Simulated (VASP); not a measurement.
Input of a VASP 6.6.1 run:

Contents of INCAR:

```
  PREC = Accurate
  ENCUT = 520
  EDIFF = 1E-8
  ISMEAR = 0
  SIGMA = 0.01
  LREAL = False
  LASPH = True
  NELM = 100
  ALGO = Normal
  ISIF = 2
  LWAVE = False
  LCHARG = False
  METAGGA = R2SCAN
  LMIXTAU = True
  LCALCEPS = True
```

The input KPOINTS:

```
regular mesh
0
Gamma
  10 10 10
```

POSCAR

```
BN
1.0
    0.0558742404      1.7885066868      1.7885066868
    1.7885066868      0.0558742404      1.7885066868
    1.7885066868      1.7885066868      0.0558742404
B N
1 1
Direct
    0.0004442732      0.0004442732      0.0004442732
    0.2495557268      0.2495557268      0.2495557268
```

Potentials or basis: VASP PAW PBE potentials, release 64 (B, N).

Launch:

```bash
$ cat potpaw_PBE.64/B/POTCAR potpaw_PBE.64/N/POTCAR > POTCAR
$ mpirun -np 1 vasp_std > vasp.out
```

(1) What does it give for the electronic dielectric tensor (diagonal)?

(2) What does it give for the Born charges (mean of the diagonal)?

(3) Estimate the band gap on the k mesh.

Results:

(1) 4.47.

(2) B +1.99; N -1.99 e.

(3) 4.88 eV (least direct gap 8.56 eV).

Caveat: the cell differs from its parent crystal (epitaxial 111 strain -4.0%).
